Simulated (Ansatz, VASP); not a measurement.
**One calculation of Tl, two programs**

```xyz
1
Lattice="0.0000 2.4293 2.5403 2.4293 0.0000 2.5403 2.4293 2.4293 0.0000" Properties=species:S:1:pos:R:3 pbc="T T T"
Tl    0.0000    0.0000    0.0000
```

Change from the starting cell: strain -0.015 along x and y, +0.030 along z, atoms carried along.

Alike in both runs: task single point; functional PBE; dispersion D3(BJ); k mesh 16 × 16 × 16; occupations gaussian, width 0.15 eV; no spin polarisation.

|  | VASP | Ansatz |
| --- | --- | --- |
| version | VASP 6.6.1 | Ansatz 0.2.0 |
| potentials or method | VASP PAW PBE potentials, release 64 (Tl_d), cutoff 520 eV | scalar-relativistic, plane waves, PAW |
| valence electrons in the cell | 13 | 13 |

|  | VASP | Ansatz | Ansatz less VASP |
| --- | --- | --- | --- |
| gap on the k mesh at the Fermi level (eV) | none | none | - |
| pressure (GPa) | -0.8 | -0.7 | +0.06 |
| traceless stress, the component that is largest in VASP (GPa) | 0.16 | 0.15 | -0.002 |

A gap of «none» marks a metal or a gap that the smearing closes.

Neither program's run includes spin-orbit coupling.
